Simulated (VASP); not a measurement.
# BiS (Pm-3m) in VASP: further runs

Aim: see how the results for BiS move with the level of theory and the settings. Levels: PBE, r2SCAN, revPBE. Tasks: single point, relaxation of cell and atoms.

Program: VASP 6.6.1. These are calculated values, not measurements. Logs are shortened: lines on timing, memory, paths and dates and some standing lists are left out, and cuts for length are marked.

**1. The cell of the first run**

Symmetry: Pm-3m, No. 221, cubic system. Conventional cell: a = 4.003 Å, b = 4.003 Å, c = 4.003 Å, α = 90.00°, β = 90.00°, γ = 90.00°. Bi (site symmetry m-3m) has 8 S at 3.47 Å and 6 Bi at 4.00 Å within 4.6 Å. Within 4.6 Å of S (site symmetry m-3m) lie 8 Bi at 3.47 Å and 6 S at 4.00 Å.

**2. Single point, PBE**

The input, INCAR:

```
SYSTEM = BiS
PREC = Accurate
ENCUT = 500
EDIFF = 1E-6
ISMEAR = 0
SIGMA = 0.012
LREAL = .FALSE.
LASPH = .TRUE.
NELM = 120
ALGO = Normal
ISIF = 2
LWAVE = .FALSE.
LCHARG = .FALSE.
GGA = PE
NBANDS = 18
GGA_COMPAT = .FALSE.
```

The input, KPOINTS:

```
regular mesh
0
G
  7 7 7
  0 0 0
```

The input, POSCAR:

```
BiS
1.0
    4.0029443400      0.0000000000      0.0000000000
    0.0000000000      4.0029443400      0.0000000000
    0.0000000000      0.0000000000      4.0029443400
Bi S
1 1
Direct
    0.5000000000      0.5000000000      0.5000000000
    0.0000000000      0.0000000000      0.0000000000
```

Potentials or basis: VASP PAW PBE potentials, release 64 (Bi_d, S).

Command:

```bash
$ cat potpaw_PBE.64/Bi_d/POTCAR potpaw_PBE.64/S/POTCAR > POTCAR
$ mpirun -np 1 vasp_std > vasp.out
```

OUTCAR:

```text
SYSTEM = BiS
   PREC = Accurate
   ENCUT = 500
   EDIFF = 1E-6
   ISMEAR = 0
   LREAL = .FALSE.
   LASPH = .TRUE.
   NELM = 120
   ISIF = 2
   GGA = PE

 ion  position               nearest neighbor table
   1  0.500  0.500  0.500-
   2  0.000  0.000  0.000-

  LATTYP: Found a simple cubic cell.
 ALAT       =     4.0029443400

  Lattice vectors:

 A1 = (   4.0029443400,   0.0000000000,   0.0000000000)
 A2 = (   0.0000000000,   4.0029443400,   0.0000000000)
 A3 = (   0.0000000000,   0.0000000000,   4.0029443400)

Analysis of symmetry for initial positions (statically):
=====================================================================
 Subroutine PRICEL returns:
 Original cell was already a primitive cell.

 Routine SETGRP: Setting up the symmetry group for a
 simple cubic supercell.

 Subroutine GETGRP returns: Found 48 space group operations
 (whereof 48 operations were pure point group operations)
 out of a pool of 48 trial point group operations.

The static configuration has the point symmetry O_h .

Analysis of symmetry for dynamics (positions and initial velocities):
=====================================================================
 Subroutine PRICEL returns:
 Original cell was already a primitive cell.

 Routine SETGRP: Setting up the symmetry group for a
 simple cubic supercell.

 Subroutine GETGRP returns: Found 48 space group operations
 (whereof 48 operations were pure point group operations)
 out of a pool of 48 trial point group operations.

The dynamic configuration has the point symmetry O_h .

 Subroutine INISYM returns: Found 48 space group operations
 (whereof 48 operations are pure point group operations),
 and found     1 'primitive' translations

----------------------------------------------------------------------------------------

                                     Primitive cell

  volume of cell :      64.1414

  direct lattice vectors                    reciprocal lattice vectors
     4.002944340  0.000000000  0.000000000     0.249816114  0.000000000  0.000000000
     0.000000000  4.002944340  0.000000000     0.000000000  0.249816114  0.000000000
     0.000000000  0.000000000  4.002944340     0.000000000  0.000000000  0.249816114

  length of vectors
     4.002944340  4.002944340  4.002944340     0.249816114  0.249816114  0.249816114
[... 71 lines left out ...]
   LNONCOLLINEAR =      F non collinear calculations
   LSORBIT =      F    spin-orbit coupling
   LASPH  =      T    aspherical Exc in radial PAW
   ENCUT  =  500.0 eV  36.75 Ry    6.06 a.u.   7.30  7.30  7.30*2*pi/ulx,y,z
   NELM   =    120;   NELMIN=  2; NELMDL= -5     # of ELM steps
   EDIFF  = 0.1E-05   stopping-criterion for ELM
   LREAL  =      F    real-space projection
   EDIFFG = 0.1E-04   stopping-criterion for IOM
   NSW    =      0    number of steps for IOM
   IBRION =     -1    ionic relax: 0-MD 1-quasi-New 2-CG
   NFREE  =      0    steps in history (QN), initial steepest desc. (CG)
   ISIF   =      2    stress and relaxation
   ISYM   =      2    0-nonsym 1-usesym 2-fastsym
   POTIM  = 0.5000    time-step for ionic-motion
   TEBEG  =    0.0;   TEEND  =   0.0 temperature during run
   PSTRESS=    0.0 pullay stress
   NELECT =      21.0000    total number of electrons
   NUPDOWN=      -1.0000    fix difference up-down
   EMIN   =  10.00;   EMAX   =-10.00  energy-range for DOS
   EFERMI =   0.00;   METHOD = LEGACY
   ISMEAR =     0;   SIGMA  =   0.01  broadening in eV -4-tet -1-fermi 0-gaus
   EFERMI_NEDOS =   21; number of points for ismear=-14 and -15
   IALGO  =     38    algorithm
   IMIX   =      4    mixing-type and parameters
     AMIX     =   0.40;   BMIX     =  1.00
     AMIX_MAG =   1.60;   BMIX_MAG =  1.00
  volume/ion in A,a.u.               =      32.07       216.42
  Fermi-wavevector in a.u.,A,eV,Ry     =   1.128327  2.132229 17.321879  1.273122
  Thomas-Fermi vector in A             =   2.265017
   LORBIT       =      0    0 simple, 1 ext, 2 COOP (PROOUT), +10 PAW based schemes
   GGA     = PE    functional components
   LHFCALC =     F    Hartree Fock is set to
   AEXX    =    0.0000 exact exchange contribution
   IVDW    =     0    specifies the selected vdW correction
   LEPSILON=     F    determine dielectric tensor
   LRPA    =     F    only Hartree local field effects (RPA)
 non-spin polarized calculation
 Gauss-broadening in eV      SIGMA  =   0.01
  energy-cutoff  :      500.00
  volume of cell :       64.14
 maximum number of plane-waves:      1647
 NGX is ok and might be reduce to    30
   NGX = 15   NGY = 15   NGZ = 15

 number of electron      21.0000014 magnetization

 Free energy of the ion-electron system (eV)
  ---------------------------------------------------
  ext. energy  EPLUGINS =         0.00000000
  ---------------------------------------------------
  free energy    TOTEN  =        -7.10288597 eV

  energy without entropy =       -7.10261420  energy(sigma->0) =       -7.10275008

 E-fermi :   4.5728     XC(G=0):  -9.1265

 val. band max:        4.4556180209   @ k =   0.2857   0.0000   0.0000
 cond. band min:       4.5817391586   @ k =   0.2857   0.1429   0.1429
 fundamental gap:      0.1261211376
 Fermi energy:         4.5727909699

 k-point     1 :       0.0000    0.0000    0.0000
  band No.  band energies     occupation
      1     -19.2683      2.00000
      2     -19.2683      2.00000
      3     -19.2234      2.00000
      4     -19.2234      2.00000
      5     -19.2234      2.00000
      6      -8.5927      2.00000
[... 397 lines left out ...]
      5     -19.2221      2.00000
      6      -7.0461      2.00000
[... 10 lines left out ...]
     17      17.4431      0.00000
     18      17.6238      0.00000

------------------------ aborting loop because EDIFF is reached ----------------------------------------

  FORCE on cell =-STRESS in cart. coord.  units (eV):
  Direction    XX          YY          ZZ          XY          YZ          ZX
  --------------------------------------------------------------------------------------
  -------------------------------------------------------------------------------------
  Total       -4.3722935     -4.3722935     -4.3722935      0.0000000     -0.0000000      0.0000000
  in kB     -109.2147356   -109.2147356   -109.2147356      0.0000000     -0.0000000      0.0000000
  external PRESSURE =    -109.2147356 kB  Pullay stress =       0.0000000 kB

 VOLUME and BASIS-vectors are now :
 -----------------------------------------------------------------------------
  energy-cutoff  :      500.00
  volume of cell :       64.14
      direct lattice vectors                 reciprocal lattice vectors
     4.002944340  0.000000000  0.000000000     0.249816114  0.000000000  0.000000000
     0.000000000  4.002944340  0.000000000     0.000000000  0.249816114  0.000000000
     0.000000000  0.000000000  4.002944340     0.000000000  0.000000000  0.249816114

 POSITION                                       TOTAL-FORCE (eV/Angst)
 -----------------------------------------------------------------------------------
      2.00147      2.00147      2.00147         0.000000      0.000000      0.000000
      0.00000      0.00000      0.00000         0.000000      0.000000      0.000000
 -----------------------------------------------------------------------------------
    total drift:                                0.000000      0.000000      0.000000

  FREE ENERGIE OF THE ION-ELECTRON SYSTEM (eV)
  ---------------------------------------------------
  free  energy   TOTEN  =        -7.1028859652 eV

  energy  without entropy=       -7.1026141981  energy(sigma->0) =       -7.10275008
```

It took 25 s on 1 thread of AMD EPYC 7R13, shared host; peak memory 0.14 GiB.

What came out:

* Free energy: -7.1029 eV
* Pressure: -10.9 GPa

Levels at points of the mesh, in eV from the Fermi level:
| k point | band 6 | band 7 | band 8 | band 9 | band 10 | band 11 | band 12 | band 13 | band 14 | band 15 |
| --- | --- | --- | --- | --- | --- | --- | --- | --- | --- | --- |
| (0.00, 0.00, 0.00) | -13.17 | -10.12 | -2.27 | -2.27 | -2.27 | 2.42 | 2.42 | 2.42 | 4.41 | 4.41 |

Caveat: spin-orbit coupling is left out, which moves the levels of the heavy elements.

**3. Single point, r2SCAN**

POSCAR is that of step 2.

The input, INCAR.step1:

```
SYSTEM = BiS
PREC     = Accurate       ! precision mode
ENCUT    = 550            ! plane-wave cutoff, eV
ISMEAR   = -1             ! smearing method
SIGMA    = 0.05           ! smearing width, eV
LREAL    = .False.        ! projectors in reciprocal space
LASPH    = .True.         ! aspherical terms in the spheres
NELM     = 120            ! most SCF steps
NBANDS   = 18             ! bands
GGA      = PE             ! functional
ALGO     = Normal         ! electronic algorithm
EDIFF    = 1E-5           ! SCF threshold, eV
LWAVE    = .True.         ! write WAVECAR
LCHARG   = .False.        ! write CHGCAR
GGA_COMPAT= .False.
```

The input, INCAR.step2:

```
SYSTEM = BiS
PREC     = Accurate       ! precision mode
ENCUT    = 550            ! plane-wave cutoff, eV
EDIFF    = 1E-6           ! SCF threshold, eV
ISMEAR   = -1             ! smearing method
SIGMA    = 0.05           ! smearing width, eV
LREAL    = .False.        ! projectors in reciprocal space
LASPH    = .True.         ! aspherical terms in the spheres
NELM     = 120            ! most SCF steps
ALGO     = Normal         ! electronic algorithm
ISIF     = 2              ! what is computed and relaxed
LWAVE    = .False.        ! write WAVECAR
LCHARG   = .False.        ! write CHGCAR
METAGGA  = R2SCAN         ! meta-GGA
LMIXTAU  = .True.       
NBANDS   = 18             ! bands
ISTART   = 1            
GGA_COMPAT= .False.
```

The input, KPOINTS:

```
Automatic mesh
0
Gamma
  7 7 7
  0 0 0
```

Potentials or basis: VASP PAW PBE potentials, release 64 (Bi_d, S).

Command:

```bash
$ cat potpaw_PBE.64/Bi_d/POTCAR potpaw_PBE.64/S/POTCAR > POTCAR
$ cp INCAR.step1 INCAR
$ mpirun -np 1 vasp_std > vasp.out
$ cp INCAR.step2 INCAR
$ mpirun -np 1 vasp_std > vasp.out
```

OUTCAR:

```text
SYSTEM = BiS
   PREC = Accurate
   ENCUT = 550
   EDIFF = 1E-6
   ISMEAR = -1
   LREAL = .False.
   LASPH = .True.
   NELM = 120
   ISIF = 2
   METAGGA = R2SCAN
   ISTART = 1

 ion  position               nearest neighbor table
   1  0.500  0.500  0.500-
   2  0.000  0.000  0.000-

  LATTYP: Found a simple cubic cell.
 ALAT       =     4.0029443400

  Lattice vectors:

[... 597 lines left out ...]
     17      17.9922      0.00000
     18      18.1874      0.00000

------------------------ aborting loop because EDIFF is reached ----------------------------------------

  FORCE on cell =-STRESS in cart. coord.  units (eV):
  Direction    XX          YY          ZZ          XY          YZ          ZX
  --------------------------------------------------------------------------------------
  -------------------------------------------------------------------------------------
  Total       -4.7801014     -4.7801014     -4.7801014     -0.0000000      0.0000000      0.0000000
  in kB     -119.4012951   -119.4012951   -119.4012951     -0.0000000      0.0000000      0.0000000
  external PRESSURE =    -119.4012951 kB  Pullay stress =       0.0000000 kB

 VOLUME and BASIS-vectors are now :
 -----------------------------------------------------------------------------
  energy-cutoff  :      550.00
  volume of cell :       64.14
      direct lattice vectors                 reciprocal lattice vectors
     4.002944340  0.000000000  0.000000000     0.249816114  0.000000000  0.000000000
     0.000000000  4.002944340  0.000000000     0.000000000  0.249816114  0.000000000
     0.000000000  0.000000000  4.002944340     0.000000000  0.000000000  0.249816114

 POSITION                                       TOTAL-FORCE (eV/Angst)
 -----------------------------------------------------------------------------------
      2.00147      2.00147      2.00147         0.000000      0.000000      0.000000
      0.00000      0.00000      0.00000         0.000000      0.000000      0.000000
 -----------------------------------------------------------------------------------
    total drift:                                0.000000      0.000000     -0.000000

  FREE ENERGIE OF THE ION-ELECTRON SYSTEM (eV)
  ---------------------------------------------------
  free  energy   TOTEN  =       -65.4312962316 eV

  energy  without entropy=      -65.4196601285  energy(sigma->0) =      -65.42547818
```

OUTCAR.step1:

```text
SYSTEM = BiS
   PREC = Accurate
   ENCUT = 550
   ISMEAR = -1
   LREAL = .False.
   LASPH = .True.
[... 634 lines left out ...]
      2.00147      2.00147      2.00147         0.000000      0.000000      0.000000
      0.00000      0.00000      0.00000         0.000000      0.000000      0.000000
 -----------------------------------------------------------------------------------
    total drift:                                0.000000      0.000000     -0.000000

  FREE ENERGIE OF THE ION-ELECTRON SYSTEM (eV)
  ---------------------------------------------------
  free  energy   TOTEN  =        -7.1080178862 eV

  energy  without entropy=       -7.0971967065  energy(sigma->0) =       -7.10260730
```

Wall time 2.7 min (1 thread of AMD EPYC 7R13, shared host); peak memory 0.16 GiB.

What came out:

```yaml
Free_energy: -65.4313 eV
Pressure: -11.9 GPa
```

Caveat: the PAW data sets were made with another functional, which shifts forces and pressure a little; spin-orbit coupling is left out, which moves the levels of the heavy elements.

(Continued in part 2 of 2.)
